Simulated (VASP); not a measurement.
ZrN, 2 atoms in the cell. The structure is cubic, space group Fm-3m (No. 225). Conventional cell: a = 4.589 Å, b = 4.589 Å, c = 4.589 Å, α = 90.00°, β = 90.00°, γ = 90.00°. Zr (site symmetry m-3m) has 6 N at 2.29 Å within 3.0 Å. Within 3.0 Å of N (site symmetry m-3m) lie 6 Zr at 2.29 Å. 

* Program: VASP 6.6.1
* Task: single point
* Functional: PBE
* Potentials or basis: VASP PAW PBE potentials, release 64 (Zr_sv, N)
* Cutoff: 600 eV
* k mesh: 8 × 8 × 8
* Occupations: gaussian, width 0.1 eV
* Spin: no spin polarisation
* Dipole correction: no
* Further INCAR settings: ALGO = Normal; EDIFF = 1e-06; NBANDS = 16

Potentials or basis: VASP PAW PBE potentials, release 64 (Zr_sv, N).

Launch:

```bash
$ cat potpaw_PBE.64/Zr_sv/POTCAR potpaw_PBE.64/N/POTCAR > POTCAR
$ mpirun -np 1 vasp_std > vasp.out
```

Hardware: 1 thread of Intel Xeon 8259CL (shared host).

Q: Estimate the wall time of this run.

A: Wall time 24 s on 1 thread of Intel Xeon 8259CL (shared host), peak memory 0.16 GiB. Counts: scf iterations 13, k points 29.
